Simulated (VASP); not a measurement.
A run of VASP 6.6.1:

File INCAR:

```
SYSTEM = SiC
PREC = Accurate ; ENCUT = 520
EDIFF = 1E-7 ; ISMEAR = -1
SIGMA = 0.05 ; LREAL = .False.
LASPH = .True. ; NELM = 80
ALGO = Normal ; ISIF = 2
LWAVE = .False. ; LCHARG = .False.
GGA = RP ; IVDW = 13
NBANDS = 16
```

The input KPOINTS:

```
Automatic mesh
0
Gamma
  10 10 5
  0 0 0
```

POSCAR

```
SiC
1.0
    3.1164783262      0.0000000000      0.0000000000
   -1.5582391631      2.6989494007      0.0000000000
    0.0000000000      0.0000000000      5.1144286705
Si C
2 2
Direct
    0.6666666667      0.3333333333      0.5000000000
    0.3333333333      0.6666666667      0.0000000000
    0.6666666667      0.3333333333      0.8850000000
    0.3333333333      0.6666666667      0.3850000000
```

Potentials or basis: VASP PAW PBE potentials, release 64 (Si, C).

Command:

```bash
$ cat potpaw_PBE.64/Si/POTCAR potpaw_PBE.64/C/POTCAR > POTCAR
$ mpirun -np 1 vasp_std > vasp.out
```

Hardware: 1 thread of Intel Xeon 8259CL (shared host).

Q: How long does it take, and how much memory?

A: It took 38 s on 1 thread of Intel Xeon 8259CL, on a shared host, peak memory 0.16 GiB. Counts: scf iterations 15, k points 42.
